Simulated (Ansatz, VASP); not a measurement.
# Cr: VASP beside Ansatz

File INCAR:

```
PREC = Accurate
ENCUT = 600
EDIFF = 1E-6
ISMEAR = -1
SIGMA = 0.1
LREAL = False
LASPH = True
NELM = 60
ALGO = Normal
ISIF = 3
LWAVE = False
LCHARG = False
GGA = PS
IBRION = 2
NSW = 80
EDIFFG = -0.01
```

File KPOINTS:

```
Automatic mesh
0
Gamma
  11 11 11
```

Contents of POSCAR:

```
Cr
1.0
    0.0000000000      2.5297724266      2.5297724266
    2.5297724266      0.0000000000      2.5297724266
    2.5297724266      2.5297724266      0.0000000000
Cr
2
Direct
    0.1250000000      0.1250000000      0.1250000000
    0.8750000000      0.8750000000      0.8750000000
```

Input for Ansatz:

```yaml
crystal:
  lattice:
    - [0.0, 2.5297724266, 2.5297724266]
    - [2.5297724266, 0.0, 2.5297724266]
    - [2.5297724266, 2.5297724266, 0.0]
  atoms:
    - { symbol: Cr, position: [0.125, 0.125, 0.125] }
    - { symbol: Cr, position: [0.875, 0.875, 0.875] }
hamiltonian:
  xc: pbesol
  pseudopotentials:
    kind: paw
    azcp:
      Cr: "pseudopotentials/Cr.paw.azcp"
basis:
  ecutwfc: 420
  fft_grid_basis: typed
kpoints:
  mp_grid: { grid: [11, 11, 11], shift: [0, 0, 0] }
magnetization:
  spin_polarized: false
scf:
  occupations: { method: fermi_dirac, width: 0.1 }
relax:
  max_steps: 60
  f_tol: 0.01
  cell: {}
```

Alike in both runs: task relaxation of cell and atoms; functional PBEsol; k mesh 11 × 11 × 11; occupations fermi-dirac, width 0.1 eV; no spin polarisation.

```csv
,VASP,Ansatz
version,VASP 6.6.1,Ansatz 0.2.0
potentials or method,"VASP PAW PBE potentials, release 64 (Cr_pv), cutoff 600 eV","plane waves (420 eV) with PAW, scalar-relativistic"
valence electrons in the cell,24,28
```

|  | VASP | Ansatz | Ansatz less VASP |
| --- | --- | --- | --- |
| relaxed volume (Å³/atom) | 15.78 | 15.75 | -0.034 |
| relaxed length of the cell vector where the two differ most in proportion (Å) | 3.547 | 3.545 | -0.0025 |

VASP's potentials were made for PBE, not for PBEsol, and Ansatz warns of the same on its side. VASP's potentials hold 24 valence electrons a cell and Ansatz's 28, so a difference there can come from the potentials and not from the codes.
